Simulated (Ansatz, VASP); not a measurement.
**Hf2Pd2Se2Br2O3 in VASP and in Ansatz**

```
Hf Pd Se Br O
1.0
     5.76069    0.00496   -0.00286
    -0.52750    5.84664    0.03413
    -1.48435   -0.92642    6.64586
Hf Pd Se Br O
2 2 2 2 3
Cartesian
  3.5658 1.9949 2.3367
  0.5362 2.1009 3.9624
  3.9042 -0.0043 5.6409
  0.4456 4.9498 2.4142
  2.0523 1.4944 6.2402
  2.4066 4.0824 3.5487
  4.1617 5.6554 1.0519
  -0.4152 4.0015 5.7576
  4.5038 1.1491 3.9299
  1.7546 1.0574 2.7229
  -0.4225 3.0696 2.4575
```

Alike in both runs: task single point; functional PBE-based screened hybrid; k mesh 2 × 2 × 2; occupations fermi-dirac, width 0.05 eV; no spin polarisation.

|  | VASP | Ansatz |
| --- | --- | --- |
| version | VASP 6.6.1 | Ansatz 0.2.0 |
| potentials or method | VASP PAW PBE potentials, release 64 (Hf_pv, Pd, Se, Br, O) | Ansatz PAW |
| plane-wave cutoff (eV) | 520 | 420 |
| valence electrons in the cell | 84 | 152 |

```csv
,VASP,Ansatz,Ansatz less VASP
gap on the k mesh at the Fermi level (eV),1.04,1.06,+0.016
least direct gap on the mesh (eV),1.04,1.06,+0.016
pressure (GPa),-3.1,-2.2,+0.94
"traceless stress, the component that is largest in VASP (GPa)",-0.67,-0.39,+0.273
rms of the force components (eV/Å),0.213,0.151,-0.0621
```

VASP's potentials were made for PBE, not for PBE-based screened hybrid. Atom by atom the forces differ by 0.096 eV/Å (rms over components). VASP's potentials hold 84 valence electrons a cell and Ansatz's 152, so a difference there can come from the potentials and not from the codes.

The k mesh is coarse, so the values compare programs but aren't converged. Neither program's run includes spin-orbit coupling.
